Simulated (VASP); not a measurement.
Write the native input for VASP 6.6.1 that does the following.

```
Task                   : relaxation of cell and atoms
Functional             : PBEsol
Potentials or basis    : VASP PAW PBE potentials, release 64 (Ti_sv, N)
Cutoff                 : 600 eV
k mesh                 : 18 × 18 × 18
Occupations            : gaussian, width 0.1 eV
Spin                   : no spin polarisation
Dipole correction      : no
Further INCAR settings : ALGO = Normal; EDIFF = 1e-07; IBRION = 2; EDIFFG = -0.005; NSW = 100; ISIF = 3
```

The structure of TiN (Osbornite) lies in POSCAR:

```
TiN
1.0
    0.0000000000      2.1190000000      2.1190000000
    2.1190000000      0.0000000000      2.1190000000
    2.1190000000      2.1190000000      0.0000000000
Ti N
1 1
Direct
    0.0000000000      0.0000000000      0.0000000000
    0.5000000000      0.5000000000      0.5000000000
```

The input as run:

INCAR

```
SYSTEM = TiN
ALGO = Normal ; EDIFF = 1E-7
EDIFFG = -0.005 ; ENCUT = 600
GGA = PS ; IBRION = 2
ISIF = 3 ; ISMEAR = 0
LASPH = .TRUE. ; LCHARG = .FALSE.
LREAL = .FALSE. ; LWAVE = .FALSE.
NELM = 80 ; NSW = 100
PREC = Accurate ; SIGMA = 0.1
```

KPOINTS

```
k-points
0
G
  18 18 18
  0 0 0
```

Potentials or basis: VASP PAW PBE potentials, release 64 (Ti_sv, N).

Run with:

```sh
$ cat potpaw_PBE.64/Ti_sv/POTCAR potpaw_PBE.64/N/POTCAR > POTCAR
$ mpirun -np 1 vasp_std > vasp.out
```

Results of the run:

```json
{
 "Relaxed volume": "9.30 Å³/atom",
 "Relaxed cell": "a = 2.974 Å, b = 2.974 Å, c = 2.974 Å, α = 60.00°, β = 60.00°, γ = 60.00°",
 "Space group after relaxing (to 0.05 Å)": "Fm-3m (No. 225)",
 "Energy gained by relaxing": "4.5 meV/atom",
 "Ionic steps": "3",
 "Pressure after relaxing": "-0.1 GPa"
}
```

Caveat: the PAW data sets were made with another functional, which shifts forces and pressure a little.

Wall time 54 s on 1 thread of Intel(R) Xeon(R) 6975P-C (Granite Rapids) (shared host), peak memory 0.19 GiB.
